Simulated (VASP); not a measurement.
SiC (Moissanite 6H):

```
CELL_PARAMETERS angstrom
3.15570 0.00000 0.00000
-1.57785 2.73292 0.00000
0.00000 0.00000 15.46753
ATOMIC_POSITIONS crystal
Si 0.66667 0.33333 0.45830
Si 0.33333 0.66667 0.95830
Si 0.66667 0.33333 0.79170
Si 0.33333 0.66667 0.29170
Si 0.00000 0.00000 0.62500
Si 0.00000 0.00000 0.12500
C 0.66667 0.33333 0.33330
C 0.33333 0.66667 0.83330
C 0.66667 0.33333 0.66670
C 0.33333 0.66667 0.16670
C 0.00000 0.00000 0.50000
C 0.00000 0.00000 0.00000
```

Base run:

```yaml
Program: VASP 6.6.1
Functional: BLYP
Potentials_or_basis: VASP PAW PBE potentials, release 64 (Si, C)
Cutoff: 520 eV
k_mesh: 10 × 10 × 2
Occupations: fermi-dirac, width 0.05 eV
Spin: no spin polarisation
```

Its results: band gap on the k mesh 2.33 eV, indirect (least direct gap 3.40 eV); pressure -6.0 GPa; largest force 0.133 eV/Å.

Problem. The run is repeated on the same cell with these changes: further incar settings from ALGO = Normal; EDIFF = 1e-06; NBANDS = 36 to ALGO = Normal; EDIFF = 1e-07; NBANDS = 36; dispersion from none to D4. What comes out?

Solution. Band gap on the k mesh 2.33 eV, indirect (least direct gap 3.40 eV); pressure -13.3 GPa; largest force 0.136 eV/Å.

Caveats: the PAW data sets were made with another functional, which shifts forces and pressure a little.

A k mesh can miss the band edges.
